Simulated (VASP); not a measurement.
# CuO (P1) in VASP: single point with PBE

Aim: the single point of CuO with PBE.

All numbers are computed with VASP 6.6.1; they aren't measurements. Logs are shortened: lines on timing, memory, paths and dates and some standing lists are left out, and cuts for length are marked.

### 1 The cell of the first run

The typed cell holds 4 atoms: a = 2.904 Å, b = 2.904 Å, c = 5.132 Å, α = 97.78°, β = 97.78°, γ = 72.32°.

### 2 Single point, PBE

INCAR reads:

```
SYSTEM = CuO
ALGO = Normal
EDIFF = 1E-6
ENCUT = 520
GGA = PE
ISIF = 2
ISMEAR = 0
LASPH = .TRUE.
LCHARG = .FALSE.
LREAL = .FALSE.
LWAVE = .FALSE.
NBANDS = 25
NELM = 100
PREC = Accurate
SIGMA = 0.1
```

KPOINTS reads:

```
k-points
0
G
  8 8 4
  0 0 0
```

POSCAR reads:

```
CuO
1.0
    2.3446500000     -1.7134000000      0.0000000000
    2.3446500000      1.7134000000      0.0000000000
   -0.8605500000      0.0000000000      5.0594400000
Cu O
2 2
Direct
    1.1723000000      0.8457000000      0.0000000000
    0.7421000000     -0.8457000000      2.5297000000
    2.0724000000     -0.2841000000      1.2836000000
    1.6421000000      0.2841000000      3.8133000000
```

Potentials or basis: VASP PAW PBE potentials, release 64 (Cu, O).

The run is started by

```sh
$ cat potpaw_PBE.64/Cu/POTCAR potpaw_PBE.64/O/POTCAR > POTCAR
$ mpirun -np 1 vasp_std > vasp.out
```

OUTCAR:

```text
SYSTEM = CuO
   EDIFF = 1E-6
   ENCUT = 520
   GGA = PE
   ISIF = 2
   ISMEAR = 0
   LASPH = .TRUE.
   LREAL = .FALSE.
   NELM = 100
   PREC = Accurate

 ion  position               nearest neighbor table
   1  0.172  0.846  0.000-   3 1.64   4 1.91   4 2.00   2 2.70
   2  0.742  0.154  0.530-   4 1.50   3 1.81   1 2.70
   3  0.072  0.716  0.284-   1 1.64   2 1.81
   4  0.642  0.284  0.813-   2 1.50   1 1.91   1 2.00

  LATTYP: Found a base centered monoclinic cell.
 ALAT       =     4.6893000000
 B/A-ratio  =     0.7307700510
 C/A-ratio  =     1.0944283424
 COS(beta)  =    -0.1676798048

  Lattice vectors:

 A1 = (   2.3446500000,  -1.7134000000,   0.0000000000)
 A2 = (   2.3446500000,   1.7134000000,   0.0000000000)
 A3 = (  -0.8605500000,   0.0000000000,   5.0594400000)

Analysis of symmetry for initial positions (statically):
=====================================================================
 Subroutine PRICEL returns:
 Original cell was already a primitive cell.

 Routine SETGRP: Setting up the symmetry group for a
 base centered monoclinic supercell.

 Subroutine GETGRP returns: Found  1 space group operations
 (whereof  1 operations were pure point group operations)
 out of a pool of  4 trial point group operations.

The static configuration has the point symmetry C_1 .

Analysis of symmetry for dynamics (positions and initial velocities):
=====================================================================
 Subroutine PRICEL returns:
 Original cell was already a primitive cell.

 Routine SETGRP: Setting up the symmetry group for a
 base centered monoclinic supercell.

 Subroutine GETGRP returns: Found  1 space group operations
 (whereof  1 operations were pure point group operations)
 out of a pool of  4 trial point group operations.

The dynamic configuration has the point symmetry C_1 .

 Subroutine INISYM returns: Found  1 space group operations
 (whereof  1 operations are pure point group operations),
 and found     1 'primitive' translations

----------------------------------------------------------------------------------------

                                     Primitive cell

  volume of cell :      40.6508

  direct lattice vectors                    reciprocal lattice vectors
     2.344650000 -1.713400000  0.000000000     0.213251445 -0.291817439  0.036271510
     2.344650000  1.713400000  0.000000000     0.213251445  0.291817439  0.036271510
    -0.860550000  0.000000000  5.059440000     0.000000000  0.000000000  0.197650333

  length of vectors
     2.903984019  2.903984019  5.132102826     0.363248151  0.363248151  0.197650333

  position of ions in fractional coordinates (direct lattice)
     0.172300000  0.845700000  0.000000000
     0.742100000  0.154300000  0.529700000
     0.072400000  0.715900000  0.283600000
     0.642100000  0.284100000  0.813300000

  ion indices of the primitive-cell ions
   primitive index   ion index
                 1           1
                 2           2
                 3           3
                 4           4

----------------------------------------------------------------------------------------

 KPOINTS: k-points

Automatic generation of k-mesh.
 Grid dimensions read from file:
 generate k-points for:    8    8    4

 Generating k-lattice:

  Cartesian coordinates                     Fractional coordinates (reciprocal lattice)
     0.026656431 -0.036477180  0.004533939     0.125000000 -0.000000000  0.000000000
     0.026656431  0.036477180  0.004533939    -0.000000000  0.125000000  0.000000000
     0.000000000  0.000000000  0.049412583     0.000000000  0.000000000  0.250000000

  Length of vectors
     0.045406019  0.045406019  0.049412583

  Shift w.r.t. Gamma in fractional coordinates (k-lattice)
     0.000000000  0.000000000  0.000000000

 Subroutine IBZKPT returns following result:
 ===========================================

 Found    132 irreducible k-points:

 Following reciprocal coordinates:
            Coordinates               Weight
  0.000000  0.000000  0.000000      1.000000
  0.125000  0.000000  0.000000      2.000000
  0.000000 -0.125000  0.000000      2.000000
  0.250000  0.000000  0.000000      2.000000
  0.000000 -0.250000  0.000000      2.000000
  0.375000  0.000000 -0.000000      2.000000
[... 16 lines left out ...]
  0.375000  0.250000 -0.000000      2.000000
 -0.250000 -0.375000  0.000000      2.000000
 [... further k-points ...]
   k-points           NKPTS =    132   k-points in BZ     NKDIM =    132   number of bands    NBANDS=     25
   number of dos      NEDOS =    301   number of ions     NIONS =      4
   total plane-waves  NPLWV =  23040
   dimension x,y,z NGX =    24 NGY =   24 NGZ =   40
   dimension x,y,z NGXF=    48 NGYF=   48 NGZF=   80
   ions per type =               2   2
   NGX,Y,Z   is equivalent  to a cutoff of  13.74, 13.74, 12.96 a.u.
   NGXF,Y,Z  is equivalent  to a cutoff of  27.48, 27.48, 25.91 a.u.
 SYSTEM =  CuO
   PREC   = accura    normal or accurate (medium, high low for compatibility)
   ISTART =      0    job   : 0-new  1-cont  2-samecut
   ICHARG =      2    charge: 1-file 2-atom 10-const
   ISPIN  =      1    spin polarized calculation?
   LNONCOLLINEAR =      F non collinear calculations
   LSORBIT =      F    spin-orbit coupling
   LASPH  =      T    aspherical Exc in radial PAW
   ENCUT  =  520.0 eV  38.22 Ry    6.18 a.u.   5.40  5.40  9.54*2*pi/ulx,y,z
   NELM   =    100;   NELMIN=  2; NELMDL= -5     # of ELM steps
   EDIFF  = 0.1E-05   stopping-criterion for ELM
   LREAL  =      F    real-space projection
   EDIFFG = 0.1E-04   stopping-criterion for IOM
   NSW    =      0    number of steps for IOM
   IBRION =     -1    ionic relax: 0-MD 1-quasi-New 2-CG
   NFREE  =      0    steps in history (QN), initial steepest desc. (CG)
   ISIF   =      2    stress and relaxation
   ISYM   =      2    0-nonsym 1-usesym 2-fastsym
   POTIM  = 0.5000    time-step for ionic-motion
   TEBEG  =    0.0;   TEEND  =   0.0 temperature during run
   PSTRESS=    0.0 pullay stress
   NELECT =      34.0000    total number of electrons
   NUPDOWN=      -1.0000    fix difference up-down
   EMIN   =  10.00;   EMAX   =-10.00  energy-range for DOS
   EFERMI =   0.00;   METHOD = LEGACY
   ISMEAR =     0;   SIGMA  =   0.10  broadening in eV -4-tet -1-fermi 0-gaus
   EFERMI_NEDOS =   21; number of points for ismear=-14 and -15
   IALGO  =     38    algorithm
   IMIX   =      4    mixing-type and parameters
     AMIX     =   0.40;   BMIX     =  1.00
     AMIX_MAG =   1.60;   BMIX_MAG =  1.00
  volume/ion in A,a.u.               =      10.16        68.58
  Fermi-wavevector in a.u.,A,eV,Ry     =   1.542451  2.914810 32.370373  2.379155
  Thomas-Fermi vector in A             =   2.648254
   LORBIT       =      0    0 simple, 1 ext, 2 COOP (PROOUT), +10 PAW based schemes
   GGA     = PE    functional components
   LHFCALC =     F    Hartree Fock is set to
   AEXX    =    0.0000 exact exchange contribution
   IVDW    =     0    specifies the selected vdW correction
   LEPSILON=     F    determine dielectric tensor
   LRPA    =     F    only Hartree local field effects (RPA)
 non-spin polarized calculation
 Gauss-broadening in eV      SIGMA  =   0.10
  energy-cutoff  :      520.00
  volume of cell :       40.65
 maximum number of plane-waves:      1129
 NGX is ok and might be reduce to    24
   NGX = 11   NGY = 11   NGZ = 19

 number of electron      33.9999994 magnetization

 Free energy of the ion-electron system (eV)
  ---------------------------------------------------
  ext. energy  EPLUGINS =         0.00000000
  ---------------------------------------------------
  free energy    TOTEN  =       -16.11231857 eV

  energy without entropy =      -16.08728987  energy(sigma->0) =      -16.09980422

 E-fermi :   5.3674     XC(G=0): -11.8500

 val. band max:        5.3629072830   @ k =  -0.3750   0.2500  -0.2500
 cond. band min:       5.3675225076   @ k =   0.1250   0.1250   0.2500
 fundamental gap:      0.0046152246
 Fermi energy:         5.3673534281

 k-point     1 :       0.0000    0.0000    0.0000
  band No.  band energies     occupation
      1     -14.8029      2.00000
      2     -13.2670      2.00000
      3      -2.4346      2.00000
      4      -1.1065      2.00000
      5      -0.1795      2.00000
      6       0.4936      2.00000
[... 17 lines left out ...]
     24      22.1134      0.00000
     25      22.4424      0.00000

 k-point     2 :       0.1250    0.0000    0.0000
  band No.  band energies     occupation
      1     -14.7147      2.00000
      2     -13.2239      2.00000
      3      -2.3174      2.00000
      4      -1.1288      2.00000
      5      -0.2742      2.00000
      6       0.3658      2.00000
[... 17 lines left out ...]
     24      21.5555      0.00000
     25      22.5864      0.00000

 k-point     3 :       0.0000   -0.1250    0.0000
  band No.  band energies     occupation
      1     -14.7121      2.00000
      2     -13.2282      2.00000
      3      -2.2996      2.00000
      4      -1.1086      2.00000
      5      -0.3265      2.00000
      6       0.4720      2.00000
[... 17 lines left out ...]
     24      21.7240      0.00000
     25      22.4368      0.00000

 k-point     4 :       0.2500    0.0000    0.0000
  band No.  band energies     occupation
      1     -14.4911      2.00000
      2     -13.1193      2.00000
      3      -2.0630      2.00000
      4      -1.3040      2.00000
      5      -0.4505      2.00000
      6       0.0816      2.00000
[... 17 lines left out ...]
     24      19.9277      0.00000
     25      22.2668      0.00000
[... 477 lines left out ...]
 k-point    22 :       0.2500    0.2500    0.0000
  band No.  band energies     occupation
      1     -14.3651      2.00000
      2     -13.0033      2.00000
      3      -2.0008      2.00000
      4      -1.2857      2.00000
      5      -0.5116      2.00000
      6      -0.2795      2.00000
[... 17 lines left out ...]
     24      18.9515      0.00000
     25      19.3372      0.00000

 k-point    23 :       0.3750    0.2500   -0.0000
  band No.  band energies     occupation
      1     -14.1767      2.00000
      2     -12.8912      2.00000
      3      -1.8839      2.00000
      4      -1.4827      2.00000
      5      -0.7679      2.00000
      6      -0.3089      2.00000
[... 17 lines left out ...]
     24      18.0050      0.00000
     25      20.0670      0.00000

 k-point    24 :      -0.2500   -0.3750    0.0000
  band No.  band energies     occupation
      1     -14.1678      2.00000
      2     -12.9050      2.00000
      3      -1.8296      2.00000
      4      -1.4172      2.00000
      5      -0.7974      2.00000
      6      -0.3573      2.00000
[... 17 lines left out ...]
     24      17.9265      0.00000
     25      20.0618      0.00000

 [... further k-points ...]

------------------------ aborting loop because EDIFF is reached ----------------------------------------

  FORCE on cell =-STRESS in cart. coord.  units (eV):
  Direction    XX          YY          ZZ          XY          YZ          ZX
  --------------------------------------------------------------------------------------
  -------------------------------------------------------------------------------------
  Total        5.0003783      3.1473227     25.0868989     -0.5163206      5.1073721     -4.6157502
  in kB      197.0807552    124.0459601    988.7541795    -20.3498316    201.2977199   -181.9213393
  external PRESSURE =     436.6269649 kB  Pullay stress =       0.0000000 kB

 VOLUME and BASIS-vectors are now :
 -----------------------------------------------------------------------------
  energy-cutoff  :      520.00
  volume of cell :       40.65
      direct lattice vectors                 reciprocal lattice vectors
     2.344650000 -1.713400000  0.000000000     0.213251445 -0.291817439  0.036271510
     2.344650000  1.713400000  0.000000000     0.213251445  0.291817439  0.036271510
    -0.860550000  0.000000000  5.059440000     0.000000000  0.000000000  0.197650333

 POSITION                                       TOTAL-FORCE (eV/Angst)
 -----------------------------------------------------------------------------------
      2.38685      1.15380      0.00000         2.485571     -0.182072     -3.943363
      1.64591     -1.00714      2.67999         1.273711     -2.958248    -11.619786
      1.60424      1.10257      1.43486        -2.143109     -0.655282      4.125199
      1.47173     -0.61340      4.11484        -1.616173      3.795602     11.437950
 -----------------------------------------------------------------------------------
    total drift:                               -0.000072      0.000285      0.000432

  FREE ENERGIE OF THE ION-ELECTRON SYSTEM (eV)
  ---------------------------------------------------
  free  energy   TOTEN  =       -16.1123185654 eV

  energy  without entropy=      -16.0872898731  energy(sigma->0) =      -16.09980422
```

It took 5.2 min on 1 thread of Intel Xeon 8259CL, shared host; peak memory 0.21 GiB.

What came out:

| Property | Result |
| --- | --- |
| Free energy | -16.1123 eV |
| Pressure | 43.7 GPa |
| Largest force | 12.159 eV/Å |
| Band gap on the k mesh | zero (bands 17 and 18 overlap by 0.68 eV) |

Forces in eV/Å, atoms in the order of the input:
```
Cu    2.486  -0.182  -3.943
Cu    1.274  -2.958 -11.620
O    -2.143  -0.655   4.125
O    -1.616   3.796  11.438
```

Levels at points of the mesh, in eV from the Fermi level:
```tsv
k point	band 15	band 16	band 17	band 18	band 19	band 20
(0.00, 0.00, 0.00)	-0.77	-0.49	0.26	0.42	2.67	6.19
(0.50, 0.00, 0.00)	-1.22	-1.16	-0.33	-0.04	6.47	6.98
(0.00, 0.50, 0.00)	-1.16	-0.80	-0.56	-0.18	6.11	6.95
(0.50, 0.50, 0.00)	-1.15	-0.04	0.46	0.90	5.17	6.31
(0.00, 0.00, 0.50)	-0.86	-0.60	-0.20	0.22	4.14	5.04
(0.50, 0.00, 0.50)	-1.23	-0.45	-0.33	0.25	5.81	6.09
(0.00, 0.50, 0.50)	-1.33	-0.98	0.10	0.18	5.24	6.70
(0.50, 0.50, 0.50)	-1.32	-0.58	0.29	0.60	6.22	6.56
```

Caveat: the stress differs along the axes, from 12 to 99 GPa; semilocal functionals often make such compounds metallic where correlation or magnetic order opens a gap, which also shifts bond lengths; forces of over 1 eV/Å act on the atoms, so gaps and moduli don't describe the material at rest. With open d or f shells a metallic result of PBE can be an artefact of self-interaction; +U or a hybrid may open a gap.
